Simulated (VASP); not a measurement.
Write the native input for VASP 6.6.1 that does the following.

```
Task                   : single point
Functional             : PBE
Dispersion             : D3(BJ)
Potentials or basis    : VASP PAW PBE potentials, release 64 (Al, O)
Cutoff                 : 520 eV
k mesh                 : 7 × 7 × 7
Occupations            : fermi-dirac, width 0.05 eV
Spin                   : no spin polarisation
Dipole correction      : no
Further INCAR settings : ALGO = Normal; EDIFF = 1e-06; NBANDS = 35
```

The structure of Al2O3 (Corundum) lies in POSCAR:

```
Al2O3
1.0
    2.3802500000      1.3742379782      4.3318666667
   -2.3802500000      1.3742379782      4.3318666667
    0.0000000000     -2.7484759565      4.3318666667
Al O
4 6
Direct
    0.8521600000      0.8521600000      0.8521600000
    0.6478400000      0.6478400000      0.6478400000
    0.1478400000      0.1478400000      0.1478400000
    0.3521600000      0.3521600000      0.3521600000
    0.0566800000      0.7500000000      0.4433200000
    0.7500000000      0.4433200000      0.0566800000
    0.4433200000      0.0566800000      0.7500000000
    0.9433200000      0.2500000000      0.5566800000
    0.2500000000      0.5566800000      0.9433200000
    0.5566800000      0.9433200000      0.2500000000
```

One way to write it, as run:

INCAR

```
SYSTEM = Al2O3
PREC = Accurate
ENCUT = 520
EDIFF = 1E-6
ISMEAR = -1
SIGMA = 0.05
LREAL = .FALSE.
LASPH = .TRUE.
NELM = 80
ALGO = Normal
ISIF = 2
LWAVE = .FALSE.
LCHARG = .FALSE.
GGA = PE
IVDW = 12
NBANDS = 35
```

KPOINTS

```
regular mesh
0
G
  7 7 7
  0 0 0
```

Potentials or basis: VASP PAW PBE potentials, release 64 (Al, O).

Command:

```sh
$ cat potpaw_PBE.64/Al/POTCAR potpaw_PBE.64/O/POTCAR > POTCAR
$ mpirun -np 1 vasp_std > vasp.out
```

Results of the run:

The pressure is 2.6 GPa and the largest force is 0.028 eV/Å. The band gap on the k mesh is 6.22 eV, direct. The dispersion energy per atom is -0.237 eV.

Caveat: three body term missing.

It took 3 min on 1 thread of Intel(R) Xeon(R) Platinum 8375C CPU @ 2.90GHz (Ice Lake) (shared host), peak memory 0.29 GiB.
